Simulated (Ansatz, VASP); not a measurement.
## K in VASP and in Ansatz

```
CELL_PARAMETERS angstrom
-2.61800 2.61800 2.61800
2.61800 -2.61800 2.61800
2.61800 2.61800 -2.61800
ATOMIC_POSITIONS crystal
K 0.00000 0.00000 0.00000
```

Alike in both runs: task single point; functional PBE; k mesh 10 × 10 × 10; occupations fermi-dirac, width 0.08 eV; no spin polarisation.

```csv
,VASP,Ansatz
version,VASP 6.6.1,Ansatz 0.2.0
potentials or method,"VASP PAW PBE potentials, release 64 (K_sv), cutoff 520 eV","all-electron LAPW, non-relativistic"
```

|  | VASP | Ansatz | Ansatz less VASP |
| --- | --- | --- | --- |
| pressure (GPa) | 0.1 | 0.1 | +0.03 |

Ansatz ran all-electron here, and VASP with PAW potentials.
